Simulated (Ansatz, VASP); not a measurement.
## SrAl2Br2: VASP beside Ansatz

```
Sr Br Al
1.0
     2.25745    3.91002    0.00000
    -2.25745    3.91002    0.00000
     0.00000    0.00000    7.84269
Sr Br Al
1 2 2
Direct
  0.00000 0.00000 0.00000
  0.33333 0.33334 0.26840
  0.66667 0.66666 0.73160
  0.33333 0.33334 0.63830
  0.66667 0.66666 0.36170
```

Alike in both runs: task single point; functional r2SCAN; dispersion D3(BJ); k mesh 5 × 5 × 3; occupations gaussian, width 0.1049 eV; no spin polarisation.

```csv
,VASP,Ansatz
version,VASP 6.6.1,Ansatz 0.2.0
potentials or method,"VASP PAW PBE potentials, release 64 (Sr_sv, Br, Al), cutoff 520 eV",PAW plane waves
valence electrons in the cell,30,30
```

|  | VASP | Ansatz | Ansatz less VASP |
| --- | --- | --- | --- |
| gap on the k mesh at the Fermi level (eV) | none | none | - |
| pressure (GPa) | 6.3 | 6.4 | +0.08 |
| traceless stress, the component that is largest in VASP (GPa) | -1.06 | -1.13 | -0.061 |
| rms of the force components (eV/Å) | 0.818 | 0.812 | -0.0062 |

VASP's potentials were made for PBE, not for r2SCAN. Atom by atom the forces differ by 0.007 eV/Å (rms over components). A gap of «none» marks a metal or a gap that the smearing closes. Ansatz's warnings: dispersion damping borrowed, structure snapped to symmetry.
